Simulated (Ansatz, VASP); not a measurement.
Ba3Hf: VASP beside Ansatz

```
CELL_PARAMETERS angstrom
-5.58581 0.00000 0.00000
0.00000 0.00000 -5.58581
0.00000 -11.17162 0.00000
ATOMIC_POSITIONS crystal
Ba 0.00000 0.50000 0.75000
Ba 0.00000 0.50000 0.25000
Ba 0.50000 0.50000 0.00000
Ba 0.50000 0.50000 0.50000
Ba 0.50000 0.00000 0.75000
Ba 0.50000 0.00000 0.25000
Hf 0.00000 0.00000 0.00000
Hf 0.00000 0.00000 0.50000
```

Alike in both runs: task single point; functional PBE; k mesh 4 × 4 × 2; occupations gaussian, width 0.1 eV; no spin polarisation.

|  | VASP | Ansatz |
| --- | --- | --- |
| version | VASP 6.6.1 | Ansatz 0.2.0 |
| potentials or method | VASP PAW PBE potentials, release 64 (Ba_sv, Hf_pv), cutoff 520 eV | scalar-relativistic, plane waves, PAW |
| valence electrons in the cell | 80 | 112 |

|  | VASP | Ansatz | Ansatz less VASP |
| --- | --- | --- | --- |
| gap on the k mesh at the Fermi level (eV) | none | none | - |
| pressure (GPa) | 0.3 | 0.1 | -0.18 |

A gap of «none» marks a metal or a gap that the smearing closes. The functional is the same, so the differences come from potentials, cutoffs and numerics. VASP's potentials hold 80 valence electrons a cell and Ansatz's 112, so a difference there can come from the potentials and not from the codes.

Spin-orbit coupling is off throughout.
